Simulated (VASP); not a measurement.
# LuBe2Ge2 in VASP: single point with r2SCAN

Aim: the single point of LuBe2Ge2 with r2SCAN.

All numbers are computed with VASP 6.6.1; they aren't measurements. Logs are shortened: lines on timing, memory, paths and dates and some standing lists are left out, and cuts for length are marked.

## Step 1: The cell of the first run

The typed cell holds 5 atoms: a = 3.910 Å, b = 3.910 Å, c = 6.217 Å, α = 90.00°, β = 90.00°, γ = 120.00°.

## Step 2: Single point, r2SCAN

File POSCAR:

```
LuBe2Ge2
1.0
    3.9098070000      0.0000000000      0.0000000000
   -1.9549040000      3.3859970000      0.0000000000
    0.0000000000      0.0000000000      6.2171580000
Be Lu Ge
2 1 2
Direct
    0.3333000000      0.6667000000      0.6415000000
    0.6667000000      0.3333000000      0.3585000000
    0.0000000000      0.0000000000      0.0000000000
    0.3333000000      0.6667000000      0.2513700000
    0.6667000000      0.3333000000      0.7486300000
```

File INCAR.step1:

```
SYSTEM = LuBe2Ge2
PREC = Accurate
ENCUT = 520
ISMEAR = 0
SIGMA = 0.0222
LREAL = .False.
LASPH = .True.
NELM = 80
NBANDS = 36
GGA = PE
ALGO = Normal
EDIFF = 1E-4
LWAVE = .True.
LCHARG = .False.
```

File INCAR.step2:

```
SYSTEM = LuBe2Ge2
PREC = Accurate
ENCUT = 520
EDIFF = 1E-7
ISMEAR = 0
SIGMA = 0.0222
LREAL = .False.
LASPH = .True.
NELM = 80
ALGO = Normal
ISIF = 2
LWAVE = .False.
LCHARG = .False.
METAGGA = R2SCAN
LMIXTAU = .True.
NBANDS = 36
ISTART = 1
```

File KPOINTS:

```
regular mesh
0
Gamma
  8 8 4
  0 0 0
```

Potentials or basis: VASP PAW PBE potentials, release 64 (Be, Lu, Ge_d).

Run with:

```sh
> cat potpaw_PBE.64/Be/POTCAR potpaw_PBE.64/Lu/POTCAR potpaw_PBE.64/Ge_d/POTCAR > POTCAR
> cp INCAR.step1 INCAR
> mpirun -np 1 vasp_std > vasp.out
> cp INCAR.step2 INCAR
> mpirun -np 1 vasp_std > vasp.out
```

OUTCAR:

```text
SYSTEM = LuBe2Ge2
   PREC = Accurate
   ENCUT = 520
   EDIFF = 1E-7
   ISMEAR = 0
   LREAL = .False.
   LASPH = .True.
   NELM = 80
   ISIF = 2
   METAGGA = R2SCAN
   ISTART = 1

 ion  position               nearest neighbor table
   1  0.333  0.667  0.642-   5 2.35   5 2.35   5 2.35   4 2.43
   2  0.667  0.333  0.358-   4 2.35   4 2.35   4 2.35   5 2.43
   3  0.000  0.000  0.000-   4 2.75   5 2.75   5 2.75   4 2.75   5 2.75   4 2.75
   4  0.333  0.667  0.251-   2 2.35   2 2.35   2 2.35   1 2.43   3 2.75   3 2.75   3 2.75
   5  0.667  0.333  0.749-   1 2.35   1 2.35   1 2.35   2 2.43   3 2.75   3 2.75   3 2.75

  LATTYP: Found a hexagonal cell.
 ALAT       =     3.9098070000
 C/A-ratio  =     1.5901444752

  Lattice vectors:

 A1 = (   3.9098070000,   0.0000000000,   0.0000000000)
 A2 = (  -1.9549040000,   3.3859970000,   0.0000000000)
 A3 = (   0.0000000000,   0.0000000000,   6.2171580000)

Analysis of symmetry for initial positions (statically):
=====================================================================
 Subroutine PRICEL returns:
 Original cell was already a primitive cell.

 Routine SETGRP: Setting up the symmetry group for a
 hexagonal supercell.

 Subroutine GETGRP returns: Found  4 space group operations
 (whereof  4 operations were pure point group operations)
 out of a pool of 24 trial point group operations.

The static configuration has the point symmetry C_2h.

Analysis of symmetry for dynamics (positions and initial velocities):
=====================================================================
 Subroutine PRICEL returns:
 Original cell was already a primitive cell.

 Routine SETGRP: Setting up the symmetry group for a
 hexagonal supercell.

 Subroutine GETGRP returns: Found  4 space group operations
 (whereof  4 operations were pure point group operations)
 out of a pool of 24 trial point group operations.

The dynamic configuration has the point symmetry C_2h.

 Subroutine INISYM returns: Found  4 space group operations
 (whereof  4 operations are pure point group operations),
 and found     1 'primitive' translations

----------------------------------------------------------------------------------------

                                     Primitive cell

  volume of cell :      82.3064

  direct lattice vectors                    reciprocal lattice vectors
     3.909807000  0.000000000  0.000000000     0.255767101  0.147667032  0.000000000
    -1.954904000  3.385997000  0.000000000     0.000000000  0.295333989  0.000000000
     0.000000000  0.000000000  6.217158000     0.000000000  0.000000000  0.160845196

  length of vectors
     3.909807000  3.909811419  6.217158000     0.295334323  0.295333989  0.160845196

  position of ions in fractional coordinates (direct lattice)
     0.333300000  0.666700000  0.641500000
     0.666700000  0.333300000  0.358500000
     0.000000000  0.000000000  0.000000000
     0.333300000  0.666700000  0.251370000
     0.666700000  0.333300000  0.748630000

  ion indices of the primitive-cell ions
   primitive index   ion index
                 1           1
                 2           2
                 3           3
                 4           4
                 5           5

----------------------------------------------------------------------------------------

 KPOINTS: regular mesh

Automatic generation of k-mesh.
 Grid dimensions read from file:
 generate k-points for:    8    8    4

 Generating k-lattice:

  Cartesian coordinates                     Fractional coordinates (reciprocal lattice)
     0.031970888  0.018458379  0.000000000     0.125000000  0.000000000  0.000000000
     0.000000000  0.036916749  0.000000000     0.000000000  0.125000000  0.000000000
     0.000000000  0.000000000  0.040211299     0.000000000  0.000000000  0.250000000

  Length of vectors
     0.036916790  0.036916749  0.040211299

  Shift w.r.t. Gamma in fractional coordinates (k-lattice)
     0.000000000  0.000000000  0.000000000

 Subroutine IBZKPT returns following result:
 ===========================================

 Found     78 irreducible k-points:

 Following reciprocal coordinates:
            Coordinates               Weight
  0.000000  0.000000  0.000000      1.000000
  0.125000  0.000000  0.000000      4.000000
 -0.125000  0.125000  0.000000      2.000000
  0.250000  0.000000  0.000000      4.000000
 -0.250000  0.250000  0.000000      2.000000
  0.375000  0.000000  0.000000      4.000000
[... 16 lines left out ...]
  0.125000  0.000000  0.250000      4.000000
  0.000000  0.125000  0.250000      4.000000
 [... further k-points ...]
   k-points           NKPTS =     78   k-points in BZ     NKDIM =     78   number of bands    NBANDS=     36
   number of dos      NEDOS =    301   number of ions     NIONS =      5
   total plane-waves  NPLWV =  43200
   dimension x,y,z NGX =    30 NGY =   30 NGZ =   48
   dimension x,y,z NGXF=    60 NGYF=   60 NGZF=   96
   ions per type =               2   1   2
   NGX,Y,Z   is equivalent  to a cutoff of  12.76, 12.76, 12.84 a.u.
   NGXF,Y,Z  is equivalent  to a cutoff of  25.51, 25.51, 25.67 a.u.
 SYSTEM =  LuBe2Ge2
   PREC   = accura    normal or accurate (medium, high low for compatibility)
   ISTART =      1    job   : 0-new  1-cont  2-samecut
   ICHARG =      0    charge: 1-file 2-atom 10-const
   ISPIN  =      1    spin polarized calculation?
   LNONCOLLINEAR =      F non collinear calculations
   LSORBIT =      F    spin-orbit coupling
   LASPH  =      T    aspherical Exc in radial PAW
   ENCUT  =  520.0 eV  38.22 Ry    6.18 a.u.   7.27  7.27 11.56*2*pi/ulx,y,z
   NELM   =     80;   NELMIN=  2; NELMDL=  0     # of ELM steps
   EDIFF  = 0.1E-06   stopping-criterion for ELM
   LREAL  =      F    real-space projection
   EDIFFG = 0.1E-05   stopping-criterion for IOM
   NSW    =      0    number of steps for IOM
   IBRION =     -1    ionic relax: 0-MD 1-quasi-New 2-CG
   NFREE  =      0    steps in history (QN), initial steepest desc. (CG)
   ISIF   =      2    stress and relaxation
   ISYM   =      2    0-nonsym 1-usesym 2-fastsym
   POTIM  = 0.5000    time-step for ionic-motion
   TEBEG  =    0.0;   TEEND  =   0.0 temperature during run
   PSTRESS=    0.0 pullay stress
   NELECT =      57.0000    total number of electrons
   NUPDOWN=      -1.0000    fix difference up-down
   EMIN   =  10.00;   EMAX   =-10.00  energy-range for DOS
   EFERMI =   0.00;   METHOD = LEGACY
   ISMEAR =     0;   SIGMA  =   0.02  broadening in eV -4-tet -1-fermi 0-gaus
   EFERMI_NEDOS =   21; number of points for ismear=-14 and -15
   IALGO  =     38    algorithm
   IMIX   =      4    mixing-type and parameters
     AMIX     =   0.40;   BMIX     =  1.00
     AMIX_MAG =   1.60;   BMIX_MAG =  1.00
  volume/ion in A,a.u.               =      16.46       111.09
  Fermi-wavevector in a.u.,A,eV,Ry     =   1.448400  2.737079 28.543153  2.097863
  Thomas-Fermi vector in A             =   2.566245
   LORBIT       =      0    0 simple, 1 ext, 2 COOP (PROOUT), +10 PAW based schemes
   METAGGA = R2SCAN    functional components
   LHFCALC =     F    Hartree Fock is set to
   AEXX    =    0.0000 exact exchange contribution
   IVDW    =     0    specifies the selected vdW correction
   LEPSILON=     F    determine dielectric tensor
   LRPA    =     F    only Hartree local field effects (RPA)
 non-spin polarized calculation
 Gauss-broadening in eV      SIGMA  =   0.02
  energy-cutoff  :      520.00
  volume of cell :       82.31
 maximum number of plane-waves:      2243
 NGX is ok and might be reduce to    30
   NGX = 15   NGY = 15   NGZ = 23

 number of electron      57.0000008 magnetization

 Free energy of the ion-electron system (eV)
  ---------------------------------------------------
  ext. energy  EPLUGINS =         0.00000000
  ---------------------------------------------------
  free energy    TOTEN  =       -75.61081011 eV

  energy without entropy =      -75.61030098  energy(sigma->0) =      -75.61055554

 E-fermi :   4.3129     XC(G=0): -11.7131

 val. band max:        4.3003909202   @ k =   0.5000   0.0000   0.5000
 cond. band min:       4.3226016470   @ k =  -0.1250   0.1250   0.5000
 fundamental gap:      0.0222107267
 Fermi energy:         4.3128841719

 k-point     1 :       0.0000    0.0000    0.0000
  band No.  band energies     occupation
      1     -52.8774      2.00000
      2     -23.0115      2.00000
      3     -22.9134      2.00000
      4     -22.9133      2.00000
      5     -19.8199      2.00000
      6     -19.8198      2.00000
[... 28 lines left out ...]
     35       8.3090      0.00000
     36       9.0792      0.00000

 k-point     2 :       0.1250    0.0000    0.0000
  band No.  band energies     occupation
      1     -52.8768      2.00000
      2     -23.0089      2.00000
      3     -22.9329      2.00000
      4     -22.9182      2.00000
      5     -19.8186      2.00000
      6     -19.8185      2.00000
[... 28 lines left out ...]
     35       8.7771      0.00000
     36       9.8269      0.00000

 k-point     3 :      -0.1250    0.1250    0.0000
  band No.  band energies     occupation
      1     -52.8768      2.00000
      2     -23.0089      2.00000
      3     -22.9331      2.00000
      4     -22.9181      2.00000
      5     -19.8186      2.00000
      6     -19.8185      2.00000
[... 28 lines left out ...]
     35       8.7770      0.00000
     36       9.8265      0.00000

 k-point     4 :       0.2500    0.0000    0.0000
  band No.  band energies     occupation
      1     -52.8754      2.00000
      2     -23.0024      2.00000
      3     -22.9799      2.00000
      4     -22.9299      2.00000
      5     -19.8162      2.00000
      6     -19.8156      2.00000
[... 28 lines left out ...]
     35      10.5370      0.00000
     36      11.0240      0.00000

 k-point     5 :      -0.2500    0.2500    0.0000
  band No.  band energies     occupation
      1     -52.8754      2.00000
      2     -23.0024      2.00000
      3     -22.9801      2.00000
      4     -22.9298      2.00000
      5     -19.8162      2.00000
      6     -19.8156      2.00000
[... 655 lines left out ...]
 k-point    22 :       0.0000    0.0000    0.2500
  band No.  band energies     occupation
      1     -52.8774      2.00000
      2     -23.0117      2.00000
      3     -22.9134      2.00000
      4     -22.9133      2.00000
      5     -19.8189      2.00000
      6     -19.8168      2.00000
[... 28 lines left out ...]
     35       9.1267      0.00000
     36       9.8214      0.00000

 k-point    23 :       0.1250    0.0000    0.2500
  band No.  band energies     occupation
      1     -52.8768      2.00000
      2     -23.0090      2.00000
      3     -22.9329      2.00000
      4     -22.9183      2.00000
      5     -19.8190      2.00000
      6     -19.8170      2.00000
[... 28 lines left out ...]
     35       9.0700      0.00000
     36      10.6061      0.00000

 k-point    24 :       0.0000    0.1250    0.2500
  band No.  band energies     occupation
      1     -52.8768      2.00000
      2     -23.0090      2.00000
      3     -22.9329      2.00000
      4     -22.9183      2.00000
      5     -19.8184      2.00000
      6     -19.8182      2.00000
[... 28 lines left out ...]
     35       9.2653      0.00000
     36       9.7507      0.00000

 [... further k-points ...]

------------------------ aborting loop because EDIFF is reached ----------------------------------------

  FORCE on cell =-STRESS in cart. coord.  units (eV):
  Direction    XX          YY          ZZ          XY          YZ          ZX
  --------------------------------------------------------------------------------------
  -------------------------------------------------------------------------------------
  Total        1.0784056      1.0831798      1.4161979      0.0041317      0.0001948     -0.0003374
  in kB       20.9922474     21.0851817     27.5677129      0.0804286      0.0037919     -0.0065676
  external PRESSURE =      23.2150473 kB  Pullay stress =       0.0000000 kB

 VOLUME and BASIS-vectors are now :
 -----------------------------------------------------------------------------
  energy-cutoff  :      520.00
  volume of cell :       82.31
      direct lattice vectors                 reciprocal lattice vectors
     3.909807000  0.000000000  0.000000000     0.255767101  0.147667032  0.000000000
    -1.954904000  3.385997000  0.000000000     0.000000000  0.295333989  0.000000000
     0.000000000  0.000000000  6.217158000     0.000000000  0.000000000  0.160845196

 POSITION                                       TOTAL-FORCE (eV/Angst)
 -----------------------------------------------------------------------------------
     -0.00020      2.25744      3.98831         0.001124     -0.000649      0.080773
      1.95510      1.12855      2.22885        -0.001124      0.000649     -0.080773
      0.00000      0.00000      0.00000         0.000000      0.000000      0.000000
     -0.00020      2.25744      1.56281         0.001981     -0.001144      1.363604
      1.95510      1.12855      4.65435        -0.001981      0.001144     -1.363604
 -----------------------------------------------------------------------------------
    total drift:                                0.000000      0.000000     -0.000000

  FREE ENERGIE OF THE ION-ELECTRON SYSTEM (eV)
  ---------------------------------------------------
  free  energy   TOTEN  =       -75.6108101081 eV

  energy  without entropy=      -75.6103009763  energy(sigma->0) =      -75.61055554
```

Wall time 20 min (1 thread of Intel Xeon 8259CL, shared host); peak memory 0.39 GiB.

What came out:

| Property | Result |
| --- | --- |
| Free energy | -75.6108 eV |
| Pressure | 2.3 GPa |
| Largest force | 1.364 eV/Å |
| Band gap on the k mesh | zero (an odd number of electrons rules out a gap without spin polarisation) |

Forces in eV/Å, atoms in the order of the input:
```
Be   0.001 -0.001  0.081
Be  -0.001  0.001 -0.081
Lu   0.000  0.000  0.000
Ge   0.002 -0.001  1.364
Ge  -0.002  0.001 -1.364
```

Stress tensor (GPa, compression positive):
```
2.10 0.01 0.00
0.01 2.11 0.00
0.00 0.00 2.76
```

Caveat: the PAW data sets were made with another functional, which shifts forces and pressure a little; spin-orbit coupling is left out, which moves the levels of the heavy elements.
